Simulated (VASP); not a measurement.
# InSe (R3m) in VASP: further runs

InSe is run at these levels: PBE, RPBE, PBEsol; tasks: single point.

Everything below comes from runs of VASP 6.6.1. Logs are shortened: lines on timing, memory, paths and dates and some standing lists are left out, and cuts for length are marked.

**What was measured.**

“The Interaction of Hydrogen with the van der Waals Crystal γ-InSe”, 2020, pmc:7321205 reports, for a bulk crystal of InSe at 300 K: band gap 1.25 eV.

How close the calculation comes is told below.

## 1. The cell of the first run

The structure is trigonal, space group R3m (No. 160). Conventional cell: a = 4.087 Å, b = 4.087 Å, c = 27.748 Å, α = 90.00°, β = 90.00°, γ = 120.00°. In (site symmetry 3m) has 3 Se at 2.68 Å and 1 In at 2.82 Å within 3.5 Å. In (site symmetry 3m) has 3 Se at 2.68 Å and 1 In at 2.82 Å within 3.5 Å. Within 3.5 Å of Se (site symmetry 3m) lie 3 In at 2.68 Å. Within 3.5 Å of Se (site symmetry 3m) lie 3 In at 2.68 Å.

## 2. Single point, PBE

INCAR reads:

```
SYSTEM = InSe
  PREC = Accurate
  ENCUT = 520
  EDIFF = 1E-6
  ISMEAR = -1
  SIGMA = 0.05
  LREAL = .FALSE.
  LASPH = .TRUE.
  NELM = 80
  ALGO = Normal
  ISIF = 2
  LWAVE = .FALSE.
  LCHARG = .FALSE.
  GGA = PE
  NBANDS = 27
```

KPOINTS reads:

```
Automatic mesh
0
G
  8 8 8
  0 0 0
```

POSCAR reads:

```
InSe
1.0
    2.0435032464      1.1798171494      9.2492335654
   -2.0435032464      1.1798171494      9.2492335654
    0.0000000000     -2.3596342988      9.2492335654
In Se
2 2
Direct
    0.8934331862      0.8934331862      0.8934331862
   -0.0047636422     -0.0047636422     -0.0047636422
    0.1808763827      0.1808763827      0.1808763827
    0.3744540733      0.3744540733      0.3744540733
```

Potentials or basis: VASP PAW PBE potentials, release 64 (In_d, Se).

Launch:

```bash
$ cat potpaw_PBE.64/In_d/POTCAR potpaw_PBE.64/Se/POTCAR > POTCAR
$ mpirun -np 1 vasp_std > vasp.out
```

OUTCAR:

```text
SYSTEM = InSe
   PREC = Accurate
   ENCUT = 520
   EDIFF = 1E-6
   ISMEAR = -1
   LREAL = .FALSE.
   LASPH = .TRUE.
   NELM = 80
   ISIF = 2
   GGA = PE

 ion  position               nearest neighbor table
   1  0.893  0.893  0.893-   3 2.68   3 2.68   3 2.68   2 2.82
   2  0.995  0.995  0.995-   4 2.68   4 2.68   4 2.68   1 2.82
   3  0.181  0.181  0.181-   1 2.68   1 2.68   1 2.68
   4  0.374  0.374  0.374-   2 2.68   2 2.68   2 2.68

  LATTYP: Found a trigonal (rhomboedric) cell.
 ALAT       =     9.5454803741
 COS(alpha) =     0.9083388965

  Lattice vectors:

 A1 = (   2.0435032464,   1.1798171494,   9.2492335654)
 A2 = (  -2.0435032464,   1.1798171494,   9.2492335654)
 A3 = (   0.0000000000,  -2.3596342988,   9.2492335654)

Analysis of symmetry for initial positions (statically):
=====================================================================
 Subroutine PRICEL returns:
 Original cell was already a primitive cell.

 Routine SETGRP: Setting up the symmetry group for a
 trigonal (rhombohedral) supercell.

 Subroutine GETGRP returns: Found  6 space group operations
 (whereof  6 operations were pure point group operations)
 out of a pool of 12 trial point group operations.

The static configuration has the point symmetry C_3v.

Analysis of symmetry for dynamics (positions and initial velocities):
=====================================================================
 Subroutine PRICEL returns:
 Original cell was already a primitive cell.

 Routine SETGRP: Setting up the symmetry group for a
 trigonal (rhombohedral) supercell.

 Subroutine GETGRP returns: Found  6 space group operations
 (whereof  6 operations were pure point group operations)
 out of a pool of 12 trial point group operations.

The dynamic configuration has the point symmetry C_3v.

 Subroutine INISYM returns: Found  6 space group operations
 (whereof  6 operations are pure point group operations),
 and found     1 'primitive' translations

----------------------------------------------------------------------------------------

                                     Primitive cell

  volume of cell :     133.7972

  direct lattice vectors                    reciprocal lattice vectors
     2.043503246  1.179817149  9.249233565     0.244677859  0.141264828  0.036039022
    -2.043503246  1.179817149  9.249233565    -0.244677859  0.141264828  0.036039022
     0.000000000 -2.359634299  9.249233565     0.000000000 -0.282529656  0.036039022

  length of vectors
     9.545480374  9.545480374  9.545480374     0.284818921  0.284818921  0.284818921

  position of ions in fractional coordinates (direct lattice)
     0.893433186  0.893433186  0.893433186
     0.995236358  0.995236358  0.995236358
     0.180876383  0.180876383  0.180876383
     0.374454073  0.374454073  0.374454073

  ion indices of the primitive-cell ions
   primitive index   ion index
                 1           1
                 2           2
                 3           3
                 4           4

----------------------------------------------------------------------------------------

 KPOINTS: Automatic mesh

Automatic generation of k-mesh.
 Grid dimensions read from file:
 generate k-points for:    8    8    8

 Generating k-lattice:

  Cartesian coordinates                     Fractional coordinates (reciprocal lattice)
     0.030584732  0.017658103  0.004504878     0.125000000  0.000000000  0.000000000
    -0.030584732  0.017658103  0.004504878     0.000000000  0.125000000  0.000000000
     0.000000000 -0.035316207  0.004504878     0.000000000  0.000000000  0.125000000

  Length of vectors
     0.035602365  0.035602365  0.035602365

  Shift w.r.t. Gamma in fractional coordinates (k-lattice)
     0.000000000  0.000000000  0.000000000

 Subroutine IBZKPT returns following result:
 ===========================================

 Found     65 irreducible k-points:

 Following reciprocal coordinates:
            Coordinates               Weight
  0.000000  0.000000  0.000000      1.000000
  0.125000 -0.000000 -0.000000      6.000000
  0.250000 -0.000000 -0.000000      6.000000
  0.375000 -0.000000  0.000000      6.000000
  0.500000 -0.000000 -0.000000      3.000000
  0.125000  0.125000  0.000000      6.000000
[... 16 lines left out ...]
  0.250000  0.125000  0.125000      6.000000
  0.375000  0.125000  0.125000      6.000000
 [... further k-points ...]
   k-points           NKPTS =     65   k-points in BZ     NKDIM =     65   number of bands    NBANDS=     27
   number of dos      NEDOS =    301   number of ions     NIONS =      4
   total plane-waves  NPLWV = 373248
   dimension x,y,z NGX =    72 NGY =   72 NGZ =   72
   dimension x,y,z NGXF=   144 NGYF=  144 NGZF=  144
   ions per type =               2   2
   NGX,Y,Z   is equivalent  to a cutoff of  12.54, 12.54, 12.54 a.u.
   NGXF,Y,Z  is equivalent  to a cutoff of  25.08, 25.08, 25.08 a.u.
 SYSTEM =  InSe
   PREC   = accura    normal or accurate (medium, high low for compatibility)
   ISTART =      0    job   : 0-new  1-cont  2-samecut
   ICHARG =      2    charge: 1-file 2-atom 10-const
   ISPIN  =      1    spin polarized calculation?
   LNONCOLLINEAR =      F non collinear calculations
   LSORBIT =      F    spin-orbit coupling
   LASPH  =      T    aspherical Exc in radial PAW
   ENCUT  =  520.0 eV  38.22 Ry    6.18 a.u.  17.75 17.75 17.75*2*pi/ulx,y,z
   NELM   =     80;   NELMIN=  2; NELMDL= -5     # of ELM steps
   EDIFF  = 0.1E-05   stopping-criterion for ELM
   LREAL  =      F    real-space projection
   EDIFFG = 0.1E-04   stopping-criterion for IOM
   NSW    =      0    number of steps for IOM
   IBRION =     -1    ionic relax: 0-MD 1-quasi-New 2-CG
   NFREE  =      0    steps in history (QN), initial steepest desc. (CG)
   ISIF   =      2    stress and relaxation
   ISYM   =      2    0-nonsym 1-usesym 2-fastsym
   POTIM  = 0.5000    time-step for ionic-motion
   TEBEG  =    0.0;   TEEND  =   0.0 temperature during run
   PSTRESS=    0.0 pullay stress
   NELECT =      38.0000    total number of electrons
   NUPDOWN=      -1.0000    fix difference up-down
   EMIN   =  10.00;   EMAX   =-10.00  energy-range for DOS
   EFERMI =   0.00;   METHOD = LEGACY
   ISMEAR =    -1;   SIGMA  =   0.05  broadening in eV -4-tet -1-fermi 0-gaus
   EFERMI_NEDOS =   21; number of points for ismear=-14 and -15
   IALGO  =     38    algorithm
   IMIX   =      4    mixing-type and parameters
     AMIX     =   0.40;   BMIX     =  1.00
     AMIX_MAG =   1.60;   BMIX_MAG =  1.00
  volume/ion in A,a.u.               =      33.45       225.73
  Fermi-wavevector in a.u.,A,eV,Ry     =   1.076103  2.033539 15.755503  1.157997
  Thomas-Fermi vector in A             =   2.211978
   LORBIT       =      0    0 simple, 1 ext, 2 COOP (PROOUT), +10 PAW based schemes
   GGA     = PE    functional components
   LHFCALC =     F    Hartree Fock is set to
   AEXX    =    0.0000 exact exchange contribution
   IVDW    =     0    specifies the selected vdW correction
   LEPSILON=     F    determine dielectric tensor
   LRPA    =     F    only Hartree local field effects (RPA)
 non-spin polarized calculation
  energy-cutoff  :      520.00
  volume of cell :      133.80
 maximum number of plane-waves:      3629
   NGX = 35   NGY = 35   NGZ = 35

 number of electron      37.9999993 magnetization

 Free energy of the ion-electron system (eV)
  ---------------------------------------------------
  ext. energy  EPLUGINS =         0.00000000
  ---------------------------------------------------
  free energy    TOTEN  =       -14.22423998 eV

  energy without entropy =      -14.22423443  energy(sigma->0) =      -14.22423721

 E-fermi :   2.9885     XC(G=0):  -8.1962

 val. band max:        2.5891824905   @ k =   0.5000   0.5000   0.5000
 cond. band min:       3.3154760764   @ k =   0.5000   0.5000   0.5000
 fundamental gap:      0.7262935860
 Fermi energy:         2.9885080273

 k-point     1 :       0.0000    0.0000    0.0000
  band No.  band energies     occupation
      1     -11.8169      2.00000
      2     -11.6461      2.00000
      3     -11.6461      2.00000
      4     -11.5711      2.00000
      5     -11.5711      2.00000
      6     -11.5628      2.00000
[... 19 lines left out ...]
     26       8.3912      0.00000
     27       9.3508      0.00000

 k-point     2 :       0.1250   -0.0000   -0.0000
  band No.  band energies     occupation
      1     -11.8167      2.00000
      2     -11.6880      2.00000
      3     -11.6441      2.00000
      4     -11.6188      2.00000
      5     -11.5662      2.00000
      6     -11.5617      2.00000
[... 19 lines left out ...]
     26       8.6330      0.00000
     27       9.3119      0.00000

 k-point     3 :       0.2500   -0.0000   -0.0000
  band No.  band energies     occupation
      1     -11.8357      2.00000
      2     -11.7505      2.00000
      3     -11.7129      2.00000
      4     -11.6420      2.00000
      5     -11.5743      2.00000
      6     -11.5392      2.00000
[... 19 lines left out ...]
     26       9.2158      0.00000
     27       9.4871      0.00000

 k-point     4 :       0.3750   -0.0000    0.0000
  band No.  band energies     occupation
      1     -11.8884      2.00000
      2     -11.7882      2.00000
      3     -11.7625      2.00000
      4     -11.6425      2.00000
      5     -11.5823      2.00000
      6     -11.5168      2.00000
[... 19 lines left out ...]
     26       9.4372      0.00000
     27      10.1622      0.00000
[... 516 lines left out ...]
      4     -11.5711      2.00000
      5     -11.5711      2.00000
      6     -11.5628      2.00000
[... 19 lines left out ...]
     26       8.3957      0.00000
     27       9.4192      0.00000

 k-point    23 :       0.2500    0.1250    0.1250
  band No.  band energies     occupation
      1     -11.8167      2.00000
      2     -11.6878      2.00000
      3     -11.6441      2.00000
      4     -11.6190      2.00000
      5     -11.5662      2.00000
      6     -11.5617      2.00000
[... 19 lines left out ...]
     26       8.6580      0.00000
     27       9.4022      0.00000

 k-point    24 :       0.3750    0.1250    0.1250
  band No.  band energies     occupation
      1     -11.8354      2.00000
      2     -11.7502      2.00000
      3     -11.7135      2.00000
      4     -11.6420      2.00000
      5     -11.5743      2.00000
      6     -11.5392      2.00000
[... 19 lines left out ...]
     26       9.2291      0.00000
     27       9.5980      0.00000

 [... further k-points ...]

------------------------ aborting loop because EDIFF is reached ----------------------------------------

  FORCE on cell =-STRESS in cart. coord.  units (eV):
  Direction    XX          YY          ZZ          XY          YZ          ZX
  --------------------------------------------------------------------------------------
  -------------------------------------------------------------------------------------
  Total        0.0379480      0.0379480      0.0453918      0.0000000      0.0000000      0.0000000
  in kB        0.4544151      0.4544151      0.5435513      0.0000000      0.0000000      0.0000000
  external PRESSURE =       0.4841271 kB  Pullay stress =       0.0000000 kB

 VOLUME and BASIS-vectors are now :
 -----------------------------------------------------------------------------
  energy-cutoff  :      520.00
  volume of cell :      133.80
      direct lattice vectors                 reciprocal lattice vectors
     2.043503246  1.179817149  9.249233565     0.244677859  0.141264828  0.036039022
    -2.043503246  1.179817149  9.249233565    -0.244677859  0.141264828  0.036039022
     0.000000000 -2.359634299  9.249233565     0.000000000 -0.282529656  0.036039022

 POSITION                                       TOTAL-FORCE (eV/Angst)
 -----------------------------------------------------------------------------------
      0.00000      0.00000     24.79072         0.000000      0.000000      0.008147
      0.00000      0.00000     27.61552         0.000000      0.000000     -0.008611
      0.00000      0.00000      5.01890         0.000000     -0.000000     -0.011620
      0.00000      0.00000     10.39024         0.000000      0.000000      0.012084
 -----------------------------------------------------------------------------------
    total drift:                               -0.000000     -0.000000     -0.000646

  FREE ENERGIE OF THE ION-ELECTRON SYSTEM (eV)
  ---------------------------------------------------
  free  energy   TOTEN  =       -14.2242399849 eV

  energy  without entropy=      -14.2242344308  energy(sigma->0) =      -14.22423721
```

It took 14 min on 1 thread of Intel Xeon 6975P-C (Granite Rapids), shared host; peak memory 0.81 GiB.

What came out:

- Free energy: -14.2242 eV
- Pressure: 0.0 GPa
- Largest force: 0.012 eV/Å
- Band gap on the k mesh: 0.73 eV

Forces in eV/Å, atoms in the order of the input:
```
In   0.000  0.000  0.008
In   0.000  0.000 -0.009
Se   0.000  0.000 -0.012
Se   0.000  0.000  0.012
```

Levels at points of the mesh, in eV from the valence-band top:
```csv
k point,band 17,band 18,band 19,band 20,band 21,band 22
"(0.00, 0.00, 0.00)",-0.90,-0.90,-0.80,1.43,2.23,4.52
"(0.50, 0.00, 0.00)",-1.84,-1.81,-1.30,1.70,2.00,3.92
"(0.50, 0.50, 0.00)",-1.98,-1.74,-1.21,1.65,2.06,3.70
"(0.50, 0.50, 0.50)",-0.87,-0.87,0.00,0.73,2.29,4.50
```

Caveat: spin-orbit coupling is left out, which moves the levels of the heavy elements.

## 3. Single point, RPBE

This run uses another cell than the first one, of 39.10 Å³/atom.

INCAR reads:

```
SYSTEM = InSe
ALGO = Normal ; EDIFF = 1E-6
ENCUT = 520 ; GGA = RP
ISIF = 2 ; ISMEAR = -1
LASPH = .TRUE. ; LCHARG = .FALSE.
LREAL = .FALSE. ; LWAVE = .FALSE.
NBANDS = 27 ; NELM = 100
PREC = Accurate ; SIGMA = 0.05
```

KPOINTS reads:

```
k-points
0
G
  8 8 8
  0 0 0
```

POSCAR reads:

```
InSe
1.0
    2.0752970462      1.1981733083     10.4829279823
   -2.0752970462      1.1981733083     10.4829279823
    0.0000000000     -2.3963466165     10.4829279823
In Se
2 2
Direct
    0.8988223680      0.8988223680      0.8988223680
   -0.0101555641     -0.0101555641     -0.0101555641
    0.1919753990      0.1919753990      0.1919753990
    0.3633577971      0.3633577971      0.3633577971
```

Potentials or basis: VASP PAW PBE potentials, release 64 (In_d, Se).

Launch:

```bash
$ cat potpaw_PBE.64/In_d/POTCAR potpaw_PBE.64/Se/POTCAR > POTCAR
$ mpirun -np 1 vasp_std > vasp.out
```

OUTCAR:

```text
SYSTEM = InSe
   EDIFF = 1E-6
   ENCUT = 520
   GGA = RP
   ISIF = 2
   ISMEAR = -1
   LASPH = .TRUE.
   LREAL = .FALSE.
   NELM = 100
   PREC = Accurate

 ion  position               nearest neighbor table
   1  0.899  0.899  0.899-   3 2.71   3 2.71   3 2.71   2 2.86
   2  0.990  0.990  0.990-   4 2.71   4 2.71   4 2.71   1 2.86
   3  0.192  0.192  0.192-   1 2.71   1 2.71   1 2.71
   4  0.363  0.363  0.363-   2 2.71   2 2.71   2 2.71

  LATTYP: Found a trigonal (rhomboedric) cell.
 ALAT       =    10.7533369792
 COS(alpha) =     0.9255089630

  Lattice vectors:

 A1 = (   2.0752970462,   1.1981733083,  10.4829279823)
 A2 = (  -2.0752970462,   1.1981733083,  10.4829279823)
 A3 = (   0.0000000000,  -2.3963466165,  10.4829279823)

Analysis of symmetry for initial positions (statically):
=====================================================================
 Subroutine PRICEL returns:
 Original cell was already a primitive cell.

 Routine SETGRP: Setting up the symmetry group for a
 trigonal (rhombohedral) supercell.

 Subroutine GETGRP returns: Found  6 space group operations
 (whereof  6 operations were pure point group operations)
[... 166 lines left out ...]

 E-fermi :   1.9078     XC(G=0):  -7.2070

 val. band max:        1.3226490811   @ k =   0.5000   0.5000   0.3750
 cond. band min:       2.3688851120   @ k =   0.5000   0.5000   0.5000
 fundamental gap:      1.0462360309
 Fermi energy:         1.9077800167

 k-point     1 :       0.0000    0.0000    0.0000
  band No.  band energies     occupation
      1     -12.8756      2.00000
      2     -12.7227      2.00000
      3     -12.7227      2.00000
      4     -12.6575      2.00000
      5     -12.6575      2.00000
      6     -12.6500      2.00000
[... 709 lines left out ...]
     26       8.0658      0.00000
     27       8.3809      0.00000

 [... further k-points ...]

------------------------ aborting loop because EDIFF is reached ----------------------------------------

  FORCE on cell =-STRESS in cart. coord.  units (eV):
  Direction    XX          YY          ZZ          XY          YZ          ZX
  --------------------------------------------------------------------------------------
  -------------------------------------------------------------------------------------
  Total        0.0362333      0.0362333      0.0373527      0.0000000      0.0000000     -0.0000000
  in kB        0.3711804      0.3711804      0.3826470      0.0000000      0.0000000     -0.0000000
  external PRESSURE =       0.3750026 kB  Pullay stress =       0.0000000 kB

 VOLUME and BASIS-vectors are now :
 -----------------------------------------------------------------------------
  energy-cutoff  :      520.00
  volume of cell :      156.40
      direct lattice vectors                 reciprocal lattice vectors
     2.075297046  1.198173308 10.482927982     0.240929365  0.139100634  0.031797732
    -2.075297046  1.198173308 10.482927982    -0.240929365  0.139100634  0.031797732
     0.000000000 -2.396346616 10.482927982     0.000000000 -0.278201268  0.031797732

 POSITION                                       TOTAL-FORCE (eV/Angst)
 -----------------------------------------------------------------------------------
      0.00000      0.00000     28.26687         0.000000      0.000000      0.017646
      0.00000      0.00000     31.12940         0.000000     -0.000000     -0.018825
      0.00000      0.00000      6.03739         0.000000     -0.000000     -0.019710
      0.00000      0.00000     11.42716         0.000000      0.000000      0.020889
 -----------------------------------------------------------------------------------
    total drift:                               -0.000000     -0.000000     -0.002631

  FREE ENERGIE OF THE ION-ELECTRON SYSTEM (eV)
  ---------------------------------------------------
  free  energy   TOTEN  =       -13.0545079424 eV

  energy  without entropy=      -13.0545069799  energy(sigma->0) =      -13.05450746
```

Run time: 14 min. Hardware: 1 thread of Intel Xeon 6975P-C (Granite Rapids), shared host; peak memory 1 GiB.

Results:

* Free energy: -13.0545 eV
* Pressure: 0.0 GPa
* Largest force: 0.021 eV/Å
* Band gap on the k mesh: 1.05 eV (least direct gap 1.07 eV)

Forces in eV/Å, atoms in the order of the input:
```
In   0.000  0.000  0.018
In   0.000  0.000 -0.019
Se   0.000  0.000 -0.020
Se   0.000  0.000  0.021
```

Caveat: the PAW data sets were made with another functional, which shifts forces and pressure a little; spin-orbit coupling is left out, which moves the levels of the heavy elements.

(Continued in part 2 of 2.)
